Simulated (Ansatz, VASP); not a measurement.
# TaAl3Cd in VASP and in Ansatz

```
CELL_PARAMETERS angstrom
4.32996 0.00000 0.00000
0.00000 4.32996 0.00000
0.00000 0.00000 4.32996
ATOMIC_POSITIONS crystal
Ta 0.00000 0.00000 0.00000
Al 0.00000 0.50000 0.50000
Al 0.50000 0.00000 0.50000
Al 0.50000 0.50000 0.00000
Cd 0.50000 0.50000 0.50000
```

Alike in both runs: task relaxation of cell and atoms; functional r2SCAN; k mesh 4 × 4 × 4; occupations gaussian, width 0.1 eV; no spin polarisation.

|  | VASP | Ansatz |
| --- | --- | --- |
| version | VASP 6.6.1 | Ansatz 0.2.0 |
| potentials or method | VASP PAW PBE potentials, release 64 (Ta_pv, Al, Cd), cutoff 600 eV | scalar-relativistic, plane waves, PAW |
| valence electrons in the cell | 32 | 42 |

|  | VASP | Ansatz | Ansatz less VASP |
| --- | --- | --- | --- |
| gap on the k mesh at the Fermi level, each at its own relaxed structure (eV) | none | none | - |
| relaxed volume (Å³/atom) | 21.78 | 21.74 | -0.039 |
| relaxed cell length with the largest relative difference (Å) | 4.776 | 4.773 | -0.0028 |

VASP's potentials were made for PBE, not for r2SCAN. A gap of «none» marks a metal or a gap that the smearing closes. VASP's potentials hold 32 valence electrons a cell and Ansatz's 42, so a difference there can come from the potentials and not from the codes.

The k mesh is coarse, so the values compare programs but aren't converged. Spin-orbit coupling is off throughout. Noted on VASP's run: the volume moved by over 15 % at a fixed basis, so the end points are rough.
